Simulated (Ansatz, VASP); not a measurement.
## KI: VASP beside Ansatz

```
K I
1.0
     0.00000    3.52455    3.61266
     3.52455    0.00000    3.61266
     3.52455    3.52455    0.00000
K I
1 1
Direct
  0.00000 0.00000 0.00000
  0.50000 0.50000 0.50000
```

Change from the starting cell: strain +0.000 along x and y, +0.025 along z, atoms carried along.

Alike in both runs: task single point; functional PBE; k mesh 6 × 6 × 6; occupations gaussian, width 0.05 eV; no spin polarisation.

|  | VASP | Ansatz |
| --- | --- | --- |
| version | VASP 6.6.1 | Ansatz 0.2.0 |
| potentials or method | VASP PAW PBE potentials, release 64 (K_sv, I), cutoff 520 eV | scalar-relativistic, plane waves, PAW |
| valence electrons in the cell | 16 | 26 |

|  | VASP | Ansatz | Ansatz less VASP |
| --- | --- | --- | --- |
| gap on the k mesh at the Fermi level (eV) | 3.92 | 3.92 | +0.004 |
| least direct gap on the mesh (eV) | 3.92 | 3.92 | +0.004 |
| pressure (GPa) | 0.4 | 0.4 | -0.03 |
| traceless stress, the component that is largest in VASP (GPa) | -0.38 | -0.38 | +0.005 |

With one functional, cell and mesh, what is left measures potentials, basis and numerics. VASP's potentials hold 16 valence electrons a cell and Ansatz's 26, so a difference there can come from the potentials and not from the codes.

Spin-orbit coupling is off throughout.
